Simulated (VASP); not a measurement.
A run of VASP 6.6.1 is set up as follows.

File INCAR:

```
SYSTEM = Si
PREC = Accurate
ENCUT = 520
EDIFF = 1E-7
ISMEAR = -1
SIGMA = 0.05
LREAL = .FALSE.
LASPH = .TRUE.
NELM = 60
ALGO = Normal
ISIF = 2
LWAVE = .FALSE.
LCHARG = .FALSE.
GGA = RE
NBANDS = 11
```

Contents of KPOINTS:

```
regular mesh
0
G
  9 9 9
  0 0 0
```

Contents of POSCAR:

```
Si
1.0
    0.0000000000      2.6329297736      2.6329297736
    2.6329297736      0.0000000000      2.6329297736
    2.6329297736      2.6329297736      0.0000000000
Si
2
Direct
    0.5000000000      0.5000000000      0.5000000000
    0.7500000000      0.7500000000      0.7500000000
```

Potentials or basis: VASP PAW PBE potentials, release 64 (Si).

Command:

```bash
$ cat potpaw_PBE.64/Si/POTCAR > POTCAR
$ mpirun -np 1 vasp_std > vasp.out
```

(1) Predict the band gap on the k mesh.

(2) Estimate the pressure.

Answers

(1) 0.42 eV, indirect (least direct gap 2.60 eV).

(2) 14.1 GPa.

Caveat: the PAW data sets were made with another functional, which shifts forces and pressure a little.
